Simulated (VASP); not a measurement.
Wanted: the native input for a VASP 6.6.1 run.

* Task: relaxation of cell and atoms
* Functional: PBE
* Potentials or basis: VASP PAW PBE potentials, release 64 (Ag)
* Cutoff: 600 eV
* k mesh: 8 × 8 × 8
* Occupations: gaussian, width 0.1 eV
* Spin: no spin polarisation
* Dipole correction: no
* Further INCAR settings: ALGO = Normal; EDIFF = 1e-07; IBRION = 2; EDIFFG = -0.04; NSW = 90; ISIF = 3

The structure of Ag lies in POSCAR:

```
Ag
1.0
   -1.4736756154      1.4736756154      2.0499690480
    1.4736756154     -1.4736756154      2.0499690480
    1.4736756154      1.4736756154     -2.0499690480
Ag
1
Direct
    0.0000000000      0.0000000000      0.0000000000
```

One way to write it, as run:

INCAR

```
SYSTEM = Ag
PREC = Accurate
ENCUT = 600
EDIFF = 1E-7
ISMEAR = 0
SIGMA = 0.1
LREAL = .FALSE.
LASPH = .TRUE.
NELM = 100
ALGO = Normal
ISIF = 3
LWAVE = .FALSE.
LCHARG = .FALSE.
GGA = PE
IBRION = 2
NSW = 90
EDIFFG = -0.04
```

KPOINTS

```
Automatic mesh
0
G
  8 8 8
  0 0 0
```

Potentials or basis: VASP PAW PBE potentials, release 64 (Ag).

Command:

```bash
$ cat potpaw_PBE.64/Ag/POTCAR > POTCAR
$ mpirun -np 1 vasp_std > vasp.out
```

Results of the run:

```json
{
 "Relaxed volume": "17.96 Å³/atom",
 "Relaxed cell": "a = 2.932 Å, b = 2.932 Å, c = 2.932 Å, α = 119.49°, β = 119.49°, γ = 90.89°",
 "Space group after relaxing (to 0.05 Å)": "I4/mmm (No. 139)",
 "Energy gained by relaxing": "0.1 meV/atom",
 "Ionic steps": "2",
 "Pressure after relaxing": "-0.2 GPa"
}
```

Caveat: the k points lie up to 0.38 Å⁻¹ apart in the final cell.

Wall time 14 s on 1 thread of Intel(R) Xeon(R) Platinum 8175M CPU @ 2.50GHz (Skylake/Cascade Lake) (shared host), peak memory 0.15 GiB.
